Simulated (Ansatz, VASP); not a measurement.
One calculation of Cr, two programs

```
Cr
1.0
     0.00000    1.81105    1.81105
     1.81105    0.00000    1.81105
     1.81105    1.81105    0.00000
Cr
1
Cartesian
  0.0000 0.0000 0.0000
```

Alike in both runs: functional PBE; k mesh 26 × 26 × 26; occupations gaussian, width 0.1 eV; no spin polarisation.

Ansatz relaxed the structure, and its values are those at the end. VASP's run is a single point on that final structure, the one shown.

|  | VASP | Ansatz |
| --- | --- | --- |
| version | VASP 6.6.1 | Ansatz 0.2.0 |
| potentials or method | VASP PAW PBE potentials, release 64 (Cr_pv), cutoff 520 eV | scalar-relativistic, plane waves, PAW |
| valence electrons in the cell | 12 | 14 |

|  | VASP | Ansatz | Ansatz less VASP |
| --- | --- | --- | --- |
| gap on the k mesh at the Fermi level (eV) | none | none | - |
| pressure (GPa) | -0.5 | 0.0 | +0.47 |

A gap of «none» marks a metal or a gap that the smearing closes. The functional is the same, so the differences come from potentials, cutoffs and numerics. VASP's potentials hold 12 valence electrons a cell and Ansatz's 14, so a difference there can come from the potentials and not from the codes.
